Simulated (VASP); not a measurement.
Wanted: the native input for a VASP 6.6.1 run.

```
Task                   : single point
Functional             : r2SCAN
Potentials or basis    : VASP PAW PBE potentials, release 64 (B, As)
Cutoff                 : 520 eV
k mesh                 : 15 × 15 × 15
Occupations            : fermi-dirac, width 0.1 eV
Spin                   : no spin polarisation
Dipole correction      : no
Further INCAR settings : ALGO = Normal; EDIFF = 1e-07; NBANDS = 11
```

Crystal: BAs (zincblende type).

```xyz
2
Lattice="0.0000 2.3513 2.3513 2.3513 0.0000 2.3513 2.3513 2.3513 0.0000" Properties=species:S:1:pos:R:3 pbc="T T T"
B     0.0000    0.0000    0.0000
As    1.1757    1.1757    1.1757
```

One way to write it, as run:

POSCAR

```
BAs
1.0
    0.0000000000      2.3513091663      2.3513091663
    2.3513091663      0.0000000000      2.3513091663
    2.3513091663      2.3513091663      0.0000000000
B As
1 1
Direct
    0.0000000000      0.0000000000      0.0000000000
    0.2500000000      0.2500000000      0.2500000000
```

INCAR.step1

```
PREC = Accurate
ENCUT = 520
ISMEAR = -1
SIGMA = 0.1
LREAL = F
LASPH = T
NELM = 100
NBANDS = 11
GGA = PE
ALGO = Normal
EDIFF = 1E-4
LWAVE = T
LCHARG = F
```

INCAR.step2

```
PREC = Accurate
ENCUT = 520
EDIFF = 1E-7
ISMEAR = -1
SIGMA = 0.1
LREAL = F
LASPH = T
NELM = 100
ALGO = Normal
ISIF = 2
LWAVE = F
LCHARG = F
METAGGA = R2SCAN
LMIXTAU = T
NBANDS = 11
ISTART = 1
```

KPOINTS

```
regular mesh
0
Gamma
  15 15 15
```

Potentials or basis: VASP PAW PBE potentials, release 64 (B, As).

The run is started by

```sh
$ cat potpaw_PBE.64/B/POTCAR potpaw_PBE.64/As/POTCAR > POTCAR
$ cp INCAR.step1 INCAR
$ mpirun -np 1 vasp_std > vasp.out
$ cp INCAR.step2 INCAR
$ mpirun -np 1 vasp_std > vasp.out
```

Results of the run:

| Property | Result |
| --- | --- |
| Pressure | 8.4 GPa |
| Band gap on the k mesh | 1.32 eV (least direct gap 3.50 eV) |

Caveat: the cell stands under pressure; the PAW data sets were made with another functional, which shifts forces and pressure a little; an odd mesh through Γ misses points on the zone boundary, where band edges can lie.

Run time: 4.7 min on 1 thread of Intel Xeon 8259CL, with other jobs on the host, peak memory 0.19 GiB.
